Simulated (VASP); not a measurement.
Input of a VASP 6.6.1 run:

INCAR

```
SYSTEM = F
ALGO = Normal ; EDIFF = 1E-6
ENCUT = 520 ; GGA = PS
ISIF = 2 ; ISMEAR = 0
LASPH = .True. ; LCHARG = .False.
LREAL = .False. ; LWAVE = .False.
NBANDS = 22 ; NELM = 100
PREC = Accurate ; SIGMA = 0.05
```

KPOINTS

```
k-points
0
Gamma
  4 4 2
  0 0 0
```

The input POSCAR:

```
F
1.0
    3.3248299054     -1.8211128347     -0.2564395651
    3.3248299054      1.8211128347     -0.2564395651
   -2.5268909175      0.0000000000      7.3041902723
F
4
Direct
    0.0848459664      0.0848459664      0.0940038325
    0.9151540336      0.9151540336      0.9059961675
    0.5015719855      0.5015719855      0.5937195244
    0.4984280145      0.4984280145      0.4062804756
```

Potentials or basis: VASP PAW PBE potentials, release 64 (F).

Command:

```console
$ cat potpaw_PBE.64/F/POTCAR > POTCAR
$ mpirun -np 1 vasp_std > vasp.out
```

**Question.** Estimate the band gap on the k mesh.

**Answer.** 2.65 eV, indirect (least direct gap 2.71 eV).

**Question.** Predict the pressure.

**Answer.** -2.3 GPa.

**Question.** What does it give for the largest force?

**Answer.** 0.993 eV/Å.

Stress tensor (GPa, compression positive):
```
-1.37  0.00 -0.33
 0.00 -0.51  0.00
-0.33  0.00 -5.09
```

Caveat: the k points lie up to 0.50 Å⁻¹ apart; the PAW data sets were made with another functional, which shifts forces and pressure a little. As with any semilocal functional, this PBEsol gap is likely too small.
